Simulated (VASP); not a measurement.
PbS (Galena): single point with PBE

Crystal: PbS (Galena).

```
Pb S
1.0
     0.00000    2.96575    2.96575
     2.96575    0.00000    2.96575
     2.96575    2.96575    0.00000
Pb S
1 1
Direct
  0.00422 0.99916 0.99719
  0.50305 0.48292 0.50460
```

- Program: VASP 6.6.1
- Task: single point
- Functional: PBE
- Potentials or basis: VASP PAW PBE potentials, release 64 (Pb_d, S)
- Cutoff: 520 eV
- k mesh: 4 × 4 × 4
- Occupations: gaussian, width 0.01 eV
- Spin: no spin polarisation

```yaml
Pressure: 2.3 GPa
Largest_force: 0.028 eV/Å
Band_gap_on_the_k_mesh: 0.37 eV, direct
```

Forces in eV/Å, atoms in the order of the input:
```
Pb   0.011 -0.008  0.025
S   -0.011  0.008 -0.025
```

Stress tensor (GPa, compression positive):
```
2.23 0.00 0.00
0.00 2.21 0.00
0.00 0.00 2.34
```

Levels at points of the mesh, in eV from the valence-band top:
| k point | band 6 | band 7 | band 8 | band 9 | band 10 | band 11 | band 12 | band 13 | band 14 | band 15 |
| --- | --- | --- | --- | --- | --- | --- | --- | --- | --- | --- |
| (0.00, 0.00, 0.00) | -13.60 | -6.03 | -2.18 | -2.17 | -2.17 | 5.18 | 5.19 | 5.22 | 6.73 | 6.76 |
| (0.50, 0.00, 0.00) | -12.36 | -8.85 | -1.79 | -1.79 | 0.00 | 0.37 | 1.98 | 1.98 | 8.65 | 10.12 |
| (0.00, 0.50, 0.00) | -12.36 | -8.84 | -1.79 | -1.79 | -0.04 | 0.41 | 1.97 | 1.98 | 8.64 | 10.13 |
| (0.00, 0.00, 0.50) | -12.36 | -8.85 | -1.80 | -1.79 | -0.01 | 0.38 | 1.97 | 1.98 | 8.65 | 10.12 |
| (0.50, 0.50, 0.50) | -12.36 | -8.84 | -1.80 | -1.79 | -0.02 | 0.39 | 1.97 | 1.98 | 8.65 | 10.12 |
| (0.50, 0.50, 0.00) | -11.93 | -7.22 | -5.18 | -3.44 | -3.44 | 3.85 | 5.58 | 5.69 | 5.70 | 11.17 |
| (0.00, 0.50, 0.50) | -11.93 | -7.20 | -5.19 | -3.44 | -3.44 | 3.83 | 5.58 | 5.69 | 5.72 | 11.17 |
| (0.50, 0.00, 0.50) | -11.93 | -7.20 | -5.19 | -3.44 | -3.43 | 3.83 | 5.58 | 5.69 | 5.72 | 11.17 |

Wall time 13 s on 1 thread of Intel(R) Xeon(R) Platinum 8488C (Sapphire Rapids), on a shared host, peak memory 0.18 GiB.

Caveat: the k points lie up to 0.46 Å⁻¹ apart; spin-orbit coupling is left out, which moves the levels of the heavy elements. A k mesh can miss the band edges.
